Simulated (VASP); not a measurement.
Si:

```
Si
1.0
     0.00000    2.73489    2.73489
     2.73489    0.00000    2.73489
     2.73489    2.73489    0.00000
Si
2
Cartesian
  4.1023 4.1023 4.1023
  2.7349 2.7349 2.7349
```

| Property | Result |
| --- | --- |
| Program | VASP 6.6.1 |
| Task | relaxation of cell and atoms |
| Functional | PBEsol |
| Potentials or basis | VASP PAW PBE potentials, release 64 (Si) |
| Cutoff | 600 eV |
| k mesh | 8 × 8 × 8 |
| Occupations | fermi-dirac, width 0.02 eV |
| Spin | no spin polarisation |

At the start: pressure -1.7 GPa; volume 20.46 Å³/atom.

How do energy, volume and symmetry change on relaxing?

Over 3 steps the energy falls by 2.0 meV/atom and the volume is 20.08 Å³/atom (-1.8 %); space group Fd-3m (No. 227, to 0.1 Å) before and after.

The path:
```csv
step,energy change (eV),largest force (eV/Å),pressure (GPa),volume (Å³)
1,0.0000,0.0000,-1.68,40.91
2,-0.0022,0.0000,1.20,39.66
3,-0.0040,0.0000,0.01,40.16
```

Final structure:
```
CELL_PARAMETERS angstrom
0.00000 2.71794 2.71794
2.71794 0.00000 2.71794
2.71794 2.71794 0.00000
ATOMIC_POSITIONS crystal
Si 0.75000 0.75000 0.75000
Si 0.50000 0.50000 0.50000
```

Caveat: the PAW data sets were made with another functional, which shifts forces and pressure a little.
